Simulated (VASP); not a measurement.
# CdTe (F-43m) in VASP: further runs, part 2 of 2

VASP 6.6.1. Earlier steps stand in the parts before.

## (3) Relaxation of cell and atoms, r2SCAN, target pressure 4 GPa, at which the enthalpy is minimised

POSCAR

```
CdTe
1.0
    0.0000000000      3.2778765323      3.2778765323
    3.2778765323      0.0000000000      3.2778765323
    3.2778765323      3.2778765323      0.0000000000
Cd Te
1 1
Direct
    0.0000000000      0.0000000000      0.0000000000
    0.7500000000      0.7500000000      0.7500000000
```

INCAR.step1

```
  PREC = Accurate
  ENCUT = 600
  ISMEAR = 0
  SIGMA = 0.01
  LREAL = F
  LASPH = T
  NELM = 100
  GGA = PE
  ALGO = Normal
  EDIFF = 1E-4
  LWAVE = T
  LCHARG = F
```

INCAR.step2

```
  PREC = Accurate
  ENCUT = 600
  EDIFF = 1E-6
  ISMEAR = 0
  SIGMA = 0.01
  LREAL = F
  LASPH = T
  NELM = 100
  ALGO = Normal
  ISIF = 3
  LWAVE = F
  LCHARG = F
  METAGGA = R2SCAN
  LMIXTAU = T
  IBRION = 2
  NSW = 100
  EDIFFG = -0.002
  PSTRESS = 40.0
  ISTART = 1
```

KPOINTS

```
regular mesh
0
Gamma
  8 8 8
```

Potentials or basis: VASP PAW PBE potentials, release 64 (Cd, Te).

Started as:

```console
$ cat potpaw_PBE.64/Cd/POTCAR potpaw_PBE.64/Te/POTCAR > POTCAR
$ cp INCAR.step1 INCAR
$ mpirun -np 1 vasp_std > vasp.out
$ cp INCAR.step2 INCAR
$ mpirun -np 1 vasp_std > vasp.out
```

OUTCAR:

```text
PREC = Accurate
   ENCUT = 600
   EDIFF = 1E-6
   ISMEAR = 0
   LREAL = F
   LASPH = T
   NELM = 100
   ISIF = 3
   METAGGA = R2SCAN
   IBRION = 2
   NSW = 100
   EDIFFG = -0.002
   PSTRESS = 40.0
   ISTART = 1

 ion  position               nearest neighbor table
   1  0.000  0.000  0.000-   2 2.84   2 2.84   2 2.84   2 2.84
   2  0.750  0.750  0.750-   1 2.84   1 2.84   1 2.84   1 2.84

  LATTYP: Found a face centered cubic cell.
 ALAT       =     6.5557530646

  Lattice vectors:

 A1 = (   0.0000000000,   3.2778765323,   3.2778765323)
 A2 = (   3.2778765323,   0.0000000000,   3.2778765323)
 A3 = (   3.2778765323,   3.2778765323,   0.0000000000)

Analysis of symmetry for initial positions (statically):
=====================================================================
 Subroutine PRICEL returns:
 Original cell was already a primitive cell.

 Routine SETGRP: Setting up the symmetry group for a
 face centered cubic supercell.

 Subroutine GETGRP returns: Found 24 space group operations
 (whereof 24 operations were pure point group operations)
 out of a pool of 48 trial point group operations.

[... 171 lines left out ...]
  -------------------------------------------------------------------------------------
  Total        0.0488935      0.0488935      0.0488935     -0.0000000     -0.0000000      0.0000000
  in kB        1.1121260      1.1121260      1.1121260     -0.0000000     -0.0000000      0.0000000
  external PRESSURE =     -38.8878740 kB  Pullay stress =      40.0000000 kB
[... 63 lines left out ...]
--------------------------------------- Ionic step        3  -------------------------------------------

 number of electron      18.0000002 magnetization

 Free energy of the ion-electron system (eV)
  ---------------------------------------------------
  ext. energy  EPLUGINS =         0.00000000
  ---------------------------------------------------
  free energy    TOTEN  =       -46.58184415 eV

  energy without entropy =      -46.58184415  energy(sigma->0) =      -46.58184415

 E-fermi :   2.6218     XC(G=0):  -9.3157

 val. band max:        2.5265641956   @ k =   0.0000   0.0000   0.0000
 cond. band min:       3.9486052611   @ k =   0.0000   0.0000   0.0000
 fundamental gap:      1.4220410655
 Fermi energy:         2.6217529117

 k-point     1 :       0.0000    0.0000    0.0000
  band No.  band energies     occupation
      1      -9.2830      2.00000
      2      -6.2024      2.00000
      3      -6.2024      2.00000
      4      -6.2024      2.00000
      5      -5.8795      2.00000
      6      -5.8795      2.00000
      7       2.5266      2.00000
      8       2.5266      2.00000
      9       2.5266      2.00000
     10       3.9486      0.00000
     11       7.5169      0.00000
     12       7.5169      0.00000
     13       7.5169      0.00000
[... 354 lines left out ...]
  band No.  band energies     occupation
      1      -8.7605      2.00000
      2      -6.0930      2.00000
      3      -6.0796      2.00000
      4      -5.8989      2.00000
      5      -5.8734      2.00000
      6      -5.3531      2.00000
      7      -2.0180      2.00000
      8       0.2677      2.00000
      9       1.1157      2.00000
     10       6.2717      0.00000
     11       7.3989      0.00000
     12       9.0177      0.00000
     13      10.3013      0.00000

 [... further k-points ...]
[... 5 lines left out ...]
  --------------------------------------------------------------------------------------
  -------------------------------------------------------------------------------------
  Total        1.6224441      1.6224441      1.6224441     -0.0000000     -0.0000000     -0.0000000
  in kB       39.9488798     39.9488798     39.9488798     -0.0000000     -0.0000000     -0.0000000
  external PRESSURE =      -0.0511202 kB  Pullay stress =      40.0000000 kB
[... 21 lines left out ...]
  energy  without entropy=      -46.5818441535  energy(sigma->0) =      -46.58184415

  enthalpy is  TOTEN    =       -44.9573238779 eV   P V=        1.6245202756

 reached required accuracy - stopping structural energy minimisation
```

It took 4.7 min on 1 thread of AMD EPYC 9R45 (Zen 5), shared host; peak memory 0.25 GiB.

What came out:

- Free energy: -46.5818 eV
- Relaxed volume: 32.53 Å³/atom
- Relaxed cell: a = 4.515 Å, b = 4.515 Å, c = 4.515 Å, α = 60.00°, β = 60.00°, γ = 60.00°
- Space group after relaxing (to 0.1 Å): F-43m (No. 216)
- Energy change on relaxing (the run minimises the enthalpy): +31.9 meV/atom
- Ionic steps: 3
- Pressure after relaxing: 4.0 GPa
- Band gap on the k mesh: 1.42 eV

The path:
```
step  energy change (eV)  largest force (eV/Å)  pressure (GPa)  volume (Å³)
   1              0.0000                0.0000            0.11        70.44
   2              0.1655                0.0000            7.03        62.08
   3              0.0637                0.0000            3.99        65.07
```

Final structure:
```yaml
crystal:
  lattice:
    - [0.00000, 3.19238, 3.19238]
    - [3.19238, 0.00000, 3.19238]
    - [3.19238, 3.19238, 0.00000]
  atoms:
    - { symbol: Cd, position: [0.00000, 0.00000, 0.00000] }
    - { symbol: Te, position: [0.75000, 0.75000, 0.75000] }
```

Levels at points of the mesh, in eV from the valence-band top:
```tsv
k point	band 5	band 6	band 7	band 8	band 9	band 10	band 11	band 12	band 13
(0.00, 0.00, 0.00)	-8.41	-8.41	0.00	0.00	0.00	1.42	4.99	4.99	4.99
(0.50, 0.00, 0.00)	-8.40	-7.99	-4.78	-0.86	-0.86	2.28	5.56	5.56	7.45
(0.50, 0.50, 0.00)	-8.37	-7.82	-4.59	-2.08	-2.08	2.78	2.97	9.75	10.06
```

Caveat: the cell is relaxed towards a set pressure, so the run minimises the enthalpy, not the energy; the PAW data sets were made with another functional, which shifts forces and pressure a little; spin-orbit coupling is left out, which moves the levels of the heavy elements.
